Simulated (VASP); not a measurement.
Write the native input for VASP 6.6.1 that does the following.

```yaml
Task: relaxation of cell and atoms
Functional: PBE
Potentials_or_basis: VASP PAW PBE potentials, release 64 (Al)
Cutoff: 600 eV
k_mesh: 48 × 48 × 48
Occupations: gaussian, width 0.1 eV
Spin: no spin polarisation
Dipole_correction: no
Further_INCAR_settings: ALGO = Fast; EDIFF = 1e-06; IBRION = 2; EDIFFG = -0.005; NSW = 60; ISIF = 3
```

The structure of Al lies in POSCAR:

```
Al
1.0
    0.0000000000      2.0250000000      2.0250000000
    2.0250000000      0.0000000000      2.0250000000
    2.0250000000      2.0250000000      0.0000000000
Al
1
Direct
    0.0000000000      0.0000000000      0.0000000000
```

One way to write it, as run:

INCAR

```
SYSTEM = Al
PREC = Accurate ; ENCUT = 600
EDIFF = 1E-6 ; ISMEAR = 0
SIGMA = 0.1 ; LREAL = .FALSE.
LASPH = .TRUE. ; NELM = 100
ALGO = Fast ; ISIF = 3
LWAVE = .FALSE. ; LCHARG = .FALSE.
GGA = PE ; IBRION = 2
NSW = 60 ; EDIFFG = -0.005
```

KPOINTS

```
regular mesh
0
G
  48 48 48
  0 0 0
```

Potentials or basis: VASP PAW PBE potentials, release 64 (Al).

Launch:

```sh
$ cat potpaw_PBE.64/Al/POTCAR > POTCAR
$ mpirun -np 1 vasp_std > vasp.out
```

Results of the run:

| Property | Result |
| --- | --- |
| Relaxed volume | 16.48 Å³/atom |
| Relaxed cell | a = 2.857 Å, b = 2.857 Å, c = 2.857 Å, α = 60.00°, β = 60.00°, γ = 60.00° |
| Space group after relaxing (to 0.05 Å) | Fm-3m (No. 225) |
| Energy gained by relaxing | 0.2 meV/atom |
| Ionic steps | 3 |
| Pressure after relaxing | 0.0 GPa |

Run time: 3.8 min on 1 thread of Intel(R) Xeon(R) Platinum 8259CL CPU @ 2.50GHz (Skylake/Cascade Lake) (shared host), peak memory 0.41 GiB.
